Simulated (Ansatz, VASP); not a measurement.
**Two plane-wave programs on Si2N**

```
CELL_PARAMETERS angstrom
5.32496 0.00000 0.00000
0.00000 5.32496 0.00000
0.00000 0.00000 2.66060
ATOMIC_POSITIONS crystal
Si 0.75000 0.75000 0.14916
Si 0.25000 0.25000 0.14916
Si 0.25000 0.75000 0.14916
Si 0.75000 0.25000 0.14916
N 0.50000 0.00000 0.14918
N 0.00000 0.50000 0.14918
```

Alike in both runs: functional PBE; k mesh 4 × 4 × 4; occupations gaussian, width 0.1 eV; no spin polarisation.

Ansatz relaxed the structure, and its values are those at the end. VASP's run is a single point on that final structure, the one shown.

```csv
,VASP,Ansatz
version,VASP 6.6.1,Ansatz 0.2.0
potentials or method,"VASP PAW PBE potentials, release 64 (Si, N), cutoff 520 eV","scalar-relativistic, plane waves, PAW"
valence electrons in the cell,26,26
```

```csv
,VASP,Ansatz,Ansatz less VASP
gap on the k mesh at the Fermi level (eV),none,none,-
pressure (GPa),0.0,0.0,0.00
```

A gap of «none» marks a metal or a gap that the smearing closes. With one functional, cell and mesh, what is left measures potentials, basis and numerics.

The k mesh is coarse, so the values compare programs but aren't converged.
